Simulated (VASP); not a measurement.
# Zn2Cd3Se (P-4m2) in VASP: relaxation of shape and atoms at fixed volume with PBE

Aim: the relaxation of shape and atoms at fixed volume of Zn2Cd3Se with PBE.

Program: VASP 6.6.1. These are calculated values, not measurements. Logs are shortened: lines on timing, memory, paths and dates and some standing lists are left out, and cuts for length are marked.

### 1 The cell of the first run

It takes space group P-4m2 (No. 115, tetragonal). Conventional cell: a = 4.166 Å, b = 4.166 Å, c = 7.751 Å, α = 90.00°, β = 90.00°, γ = 90.00°. Within 3.6 Å of Zn (site symmetry 2mm) lie 6 Cd at 2.76 to 2.95 Å and 2 Se at 2.94 Å. Cd (site symmetry 2mm) has 2 Se at 2.84 Å and 2 Cd at 2.85 Å and 5 Zn at 2.95 to 3.76 Å within 3.8 Å. Cd (site symmetry -4m2) has 4 Zn at 2.76 Å and 4 Cd at 2.85 Å within 3.6 Å. Within 3.7 Å of Se (site symmetry -4m2) lie 4 Cd at 2.84 Å and 4 Zn at 2.94 Å.

### 2 Relaxation of shape and atoms at fixed volume, PBE (22.42 Å³/atom)

INCAR

```
SYSTEM = Zn2Cd3Se
ALGO = Fast
EDIFF = 1E-7
EDIFFG = -0.01
ENCUT = 600
GGA = PE
IBRION = 2
ISIF = 4
ISMEAR = 0
LASPH = .True.
LCHARG = .False.
LREAL = .False.
LWAVE = .False.
NELM = 60
NSW = 50
PREC = Accurate
SIGMA = 0.1
```

KPOINTS

```
k-points
0
Gamma
  8 8 4
  0 0 0
```

POSCAR

```
Zn2Cd3Se
1.0
    4.1662697511      0.0000000000      0.0000000000
    0.0000000000      4.1662697511      0.0000000000
    0.0000000000      0.0000000000      7.7509965995
Zn Cd Se
2 3 1
Direct
    0.5000000000      0.0000000000      0.7332415133
    0.0000000000      0.5000000000      0.2667584867
    0.0000000000      0.5000000000      0.7518127183
    0.5000000000      0.5000000000      0.5000000000
    0.5000000000      0.0000000000      0.2481872817
    0.0000000000      0.0000000000      0.0000000000
```

Potentials or basis: VASP PAW PBE potentials, release 64 (Zn, Cd, Se).

Launch:

```bash
$ cat potpaw_PBE.64/Zn/POTCAR potpaw_PBE.64/Cd/POTCAR potpaw_PBE.64/Se/POTCAR > POTCAR
$ mpirun -np 1 vasp_std > vasp.out
```

OUTCAR:

```text
SYSTEM = Zn2Cd3Se
   EDIFF = 1E-7
   EDIFFG = -0.01
   ENCUT = 600
   GGA = PE
   IBRION = 2
   ISIF = 4
   ISMEAR = 0
   LASPH = .True.
   LREAL = .False.
   NELM = 60
   NSW = 50
   PREC = Accurate

 ion  position               nearest neighbor table
   1  0.500  0.000  0.733-   4 2.76   4 2.76   3 2.95   3 2.95   3 2.95   3 2.95
   2  0.000  0.500  0.267-   4 2.76   4 2.76   5 2.95   5 2.95   5 2.95   5 2.95
   3  0.000  0.500  0.752-   6 2.84   6 2.84   4 2.85   4 2.85   1 2.95   1 2.95   1 2.95   1 2.95

   4  0.500  0.500  0.500-   1 2.76   2 2.76   1 2.76   2 2.76   3 2.85   5 2.85   5 2.85   3 2.85

   5  0.500  0.000  0.248-   6 2.84   6 2.84   4 2.85   4 2.85   2 2.95   2 2.95   2 2.95   2 2.95

   6  0.000  0.000  0.000-   3 2.84   5 2.84   3 2.84   5 2.84

  LATTYP: Found a simple tetragonal cell.
 ALAT       =     4.1662697511
 C/A-ratio  =     1.8604164067

  Lattice vectors:

 A1 = (   4.1662697511,   0.0000000000,   0.0000000000)
 A2 = (   0.0000000000,   4.1662697511,   0.0000000000)
 A3 = (   0.0000000000,   0.0000000000,   7.7509965995)

Analysis of symmetry for initial positions (statically):
=====================================================================
 Subroutine PRICEL returns:
 Original cell was already a primitive cell.

 Routine SETGRP: Setting up the symmetry group for a
 simple tetragonal supercell.

 Subroutine GETGRP returns: Found  8 space group operations
 (whereof  8 operations were pure point group operations)
 out of a pool of 16 trial point group operations.

The static configuration has the point symmetry D_2d.

Analysis of symmetry for dynamics (positions and initial velocities):
=====================================================================
 Subroutine PRICEL returns:
 Original cell was already a primitive cell.

 Routine SETGRP: Setting up the symmetry group for a
 simple tetragonal supercell.

 Subroutine GETGRP returns: Found  8 space group operations
 (whereof  8 operations were pure point group operations)
 out of a pool of 16 trial point group operations.

The dynamic configuration has the point symmetry D_2d.

 Subroutine INISYM returns: Found  8 space group operations
 (whereof  8 operations are pure point group operations),
 and found     1 'primitive' translations

----------------------------------------------------------------------------------------

                                     Primitive cell

  volume of cell :     134.5403

[... 101 lines left out ...]
   NFREE  =      1    steps in history (QN), initial steepest desc. (CG)
   ISIF   =      4    stress and relaxation
   ISYM   =      2    0-nonsym 1-usesym 2-fastsym
   POTIM  = 0.5000    time-step for ionic-motion
   TEBEG  =    0.0;   TEEND  =   0.0 temperature during run
   PSTRESS=    0.0 pullay stress
   NELECT =      66.0000    total number of electrons
   NUPDOWN=      -1.0000    fix difference up-down
   EMIN   =  10.00;   EMAX   =-10.00  energy-range for DOS
   EFERMI =   0.00;   METHOD = LEGACY
   ISMEAR =     0;   SIGMA  =   0.10  broadening in eV -4-tet -1-fermi 0-gaus
   EFERMI_NEDOS =   21; number of points for ismear=-14 and -15
   IALGO  =     68    algorithm
   IMIX   =      4    mixing-type and parameters
     AMIX     =   0.40;   BMIX     =  1.00
     AMIX_MAG =   1.60;   BMIX_MAG =  1.00
  volume/ion in A,a.u.               =      22.42       151.32
  Fermi-wavevector in a.u.,A,eV,Ry     =   1.291136  2.439894 22.681355  1.667033
  Thomas-Fermi vector in A             =   2.422925
   LORBIT       =      0    0 simple, 1 ext, 2 COOP (PROOUT), +10 PAW based schemes
   GGA     = PE    functional components
   LHFCALC =     F    Hartree Fock is set to
   AEXX    =    0.0000 exact exchange contribution
   IVDW    =     0    specifies the selected vdW correction
   LEPSILON=     F    determine dielectric tensor
   LRPA    =     F    only Hartree local field effects (RPA)
 conjugate gradient relaxation of ions
 non-spin polarized calculation
 RMM-DIIS sequential band-by-band and
 Gauss-broadening in eV      SIGMA  =   0.10
  energy-cutoff  :      600.00
  volume of cell :      134.54
 maximum number of plane-waves:      4539
 NGX is ok and might be reduce to    36
   NGX = 17   NGY = 17   NGZ = 31

--------------------------------------- Ionic step        1  -------------------------------------------

 number of electron      65.9999999 magnetization

 Free energy of the ion-electron system (eV)
  ---------------------------------------------------
  ext. energy  EPLUGINS =         0.00000000
  ---------------------------------------------------
  free energy    TOTEN  =        -7.84755603 eV

  energy without entropy =       -7.84299126  energy(sigma->0) =       -7.84527364

------------------------ aborting loop because EDIFF is reached ----------------------------------------

  FORCE on cell =-STRESS in cart. coord.  units (eV):
  Direction    XX          YY          ZZ          XY          YZ          ZX
  --------------------------------------------------------------------------------------
  -------------------------------------------------------------------------------------
  Total        2.5155860      2.5155860      2.8244260      0.0000000      0.0000000      0.0000000
  in kB       29.9569394     29.9569394     33.6347707      0.0000000      0.0000000      0.0000000
  external PRESSURE =      31.1828832 kB  Pullay stress =       0.0000000 kB
[... 187 lines left out ...]
--------------------------------------- Ionic step        6  -------------------------------------------

 number of electron      65.9999987 magnetization

 Free energy of the ion-electron system (eV)
  ---------------------------------------------------
  ext. energy  EPLUGINS =         0.00000000
  ---------------------------------------------------
  free energy    TOTEN  =        -7.84891570 eV

  energy without entropy =       -7.84414607  energy(sigma->0) =       -7.84653088

 E-fermi :   2.5014     XC(G=0): -10.1167

 val. band max:        2.4556386628   @ k =   0.5000   0.2500   0.0000
 cond. band min:       2.5836649274   @ k =   0.5000   0.3750   0.2500
 fundamental gap:      0.1280262646
 Fermi energy:         2.5014146355

 k-point     1 :       0.0000    0.0000    0.0000
  band No.  band energies     occupation
      1     -11.3718      2.00000
      2      -7.1765      2.00000
      3      -7.1282      2.00000
      4      -7.1282      2.00000
      5      -7.0414      2.00000
      6      -6.7969      2.00000
[... 997 lines left out ...]
     38       6.1076      0.00000
     39       6.3986      0.00000

 [... further k-points ...]
[... 5 lines left out ...]
  --------------------------------------------------------------------------------------
  -------------------------------------------------------------------------------------
  Total        2.5587825      2.5587825      2.5383336      0.0000000      0.0000000      0.0000000
  in kB       30.4713453     30.4713453     30.2278299      0.0000000      0.0000000      0.0000000
  external PRESSURE =      30.3901735 kB  Pullay stress =       0.0000000 kB
[... 21 lines left out ...]
  FREE ENERGIE OF THE ION-ELECTRON SYSTEM (eV)
  ---------------------------------------------------
  free  energy   TOTEN  =        -7.8489156998 eV

  energy  without entropy=       -7.8441460687  energy(sigma->0) =       -7.84653088

 reached required accuracy - stopping structural energy minimisation
```

CONTCAR:

```text
Zn2Cd3Se
   1.00000000000000
     4.1521183590167645    0.0000000000000000   -0.0000000000000000
     0.0000000000000000    4.1521183590167645    0.0000000000000000
     0.0000000000000000    0.0000000000000000    7.8039210600182241
  Zn              Cd              Se
     2     3     1
Direct
     0.5000000000000000    0.0000000000000000    0.7344876462054926
     0.0000000000000000    0.5000000000000000    0.2655123537945073
     0.0000000000000000    0.5000000000000000    0.7514462859614660
     0.5000000000000000    0.5000000000000000    0.5000000000000000
     0.5000000000000000    0.0000000000000000    0.2485537140385340
     0.0000000000000000    0.0000000000000000    1.0000000000000000

  0.00000000E+00  0.00000000E+00  0.00000000E+00
  0.00000000E+00  0.00000000E+00  0.00000000E+00
  0.00000000E+00  0.00000000E+00  0.00000000E+00
  0.00000000E+00  0.00000000E+00  0.00000000E+00
  0.00000000E+00  0.00000000E+00  0.00000000E+00
  0.00000000E+00  0.00000000E+00  0.00000000E+00
```

Wall time 18 min (1 thread of Oxide Virtual Turin-like, shared host); peak memory 0.44 GiB.

What came out:

- Free energy: -7.8489 eV
- Energy gained by relaxing: 0.2 meV/atom
- Ionic steps: 6
- Pressure after relaxing: 3.0 GPa
- Largest force after relaxing: 0.009 eV/Å
- Band gap on the k mesh: zero (bands 33 and 34 overlap by 2.64 eV)

Forces on the atoms (eV/Å):
```
Zn   0.000  0.000  0.009
Zn   0.000  0.000 -0.009
Cd   0.000  0.000 -0.008
Cd   0.000  0.000  0.000
Cd   0.000  0.000  0.008
Se   0.000  0.000  0.000
```

Step by step:
```csv
step,energy change (eV),largest force (eV/Å),pressure (GPa),volume (Å³)
1,0.0000,0.0199,3.12,134.54
2,-0.0005,0.0204,3.10,134.54
3,-0.0011,0.0224,3.06,134.54
4,-0.0012,0.0231,3.05,134.54
5,-0.0013,0.0180,3.05,134.54
6,-0.0014,0.0089,3.04,134.54
```

Final structure:
```xyz
6
Lattice="4.1521 0.0000 0.0000 0.0000 4.1521 0.0000 0.0000 0.0000 7.8039" Properties=species:S:1:pos:R:3 pbc="T T T"
Zn    2.0761    0.0000    5.7319
Zn    0.0000    2.0761    2.0720
Cd    0.0000    2.0761    5.8642
Cd    2.0761    2.0761    3.9020
Cd    2.0761    0.0000    1.9397
Se    0.0000    0.0000    7.8039
```

The gap in the log of VASP goes by the Fermi energy; the results here count the filled bands.